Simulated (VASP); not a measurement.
Here is a VASP 6.6.1 calculation.

INCAR

```
SYSTEM = O
ALGO = Normal
EDIFF = 1E-6
ENCUT = 520
GGA = PS
ISIF = 2
ISMEAR = -1
LASPH = .True.
LCHARG = .False.
LREAL = .False.
LWAVE = .False.
NBANDS = 34
NELM = 100
PREC = Accurate
SIGMA = 0.05
```

File KPOINTS:

```
k-points
0
Gamma
  6 6 7
  0 0 0
```

File POSCAR:

```
O
1.0
    4.5983922703     -3.2441057323     -0.0198375919
    4.5983922703      3.2441057323     -0.0198375919
   -2.0225557096      0.0000000000      4.3277425964
O
8
Direct
    0.8534040494      0.8534040494      0.0976351459
    0.1465959506      0.1465959506      0.9023648541
    0.8075025205      0.8075025205      0.8200870059
    0.1924974795      0.1924974795      0.1799129941
    0.7942737262      0.2518379434      0.1387497044
    0.7481620566      0.2057262738      0.8612502956
    0.2057262738      0.7481620566      0.8612502956
    0.2518379434      0.7942737262      0.1387497044
```

Potentials or basis: VASP PAW PBE potentials, release 64 (O).

Command:

```bash
$ cat potpaw_PBE.64/O/POTCAR > POTCAR
$ mpirun -np 1 vasp_std > vasp.out
```

Predict the largest force.

1.444 eV/Å.

Predict the pressure.

2.7 GPa.

What does it give for the band gap on the k mesh?

1.74 eV (least direct gap 1.78 eV).

Forces on the atoms (eV/Å):
```
O   -0.189  0.000  1.428
O    0.189  0.000 -1.428
O    0.150  0.000 -1.430
O   -0.150  0.000  1.430
O   -0.168  0.022  1.434
O    0.168  0.022 -1.434
O    0.168 -0.022 -1.434
O   -0.168 -0.022  1.434
```

Caveat: the standard files for N, O and F lose accuracy on very short bonds; spin is off for a triplet molecule; the stress differs along the axes, from -0 to 8 GPa; this functional lacks dispersion, which holds the molecules together, so the pressure and a relaxed volume are unreliable; the PAW data sets were made with another functional, which shifts forces and pressure a little. A k mesh can miss the band edges.
